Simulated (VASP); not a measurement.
Si16As (a cell with a defect), 17 atoms in the cell. The cell holds a defect, 17 atoms: a = 7.679 Å, b = 7.679 Å, c = 7.679 Å, α = 60.00°, β = 60.00°, γ = 60.00°. 

```yaml
Program: VASP 6.6.1
Task: single point
Functional: PBE
Potentials_or_basis: VASP PAW PBE potentials, release 64 (Si, As)
Cutoff: 520 eV
k_mesh: 2 × 2 × 2
Occupations: gaussian, width 0.02 eV
Spin: collinear spin, zero start
Starting_moments: "[0.0, 0.0, 0.0, 0.0, 0.0, 0.0, 0.0, 0.0, 0.0, 0.0, 0.0, 0.0, 0.0, 0.0, 0.0, 0.0, 0.0] μB"
Dipole_correction: no
Further_INCAR_settings: LREAL = Auto; ALGO = Normal; EDIFF = 1e-06; NBANDS = 52
```

Potentials or basis: VASP PAW PBE potentials, release 64 (Si, As).

Launch:

```sh
$ cat potpaw_PBE.64/Si/POTCAR potpaw_PBE.64/As/POTCAR > POTCAR
$ mpirun -np 1 vasp_std > vasp.out
```

Hardware: 1 thread of Intel(R) Xeon(R) 6975P-C (Granite Rapids) (shared host).

Question: Estimate the wall time of this run.

Answer: It took 5.4 min on 1 thread of Intel(R) Xeon(R) 6975P-C (Granite Rapids) (shared host), peak memory 0.7 GiB. Counts: scf iterations 15, k points 8.
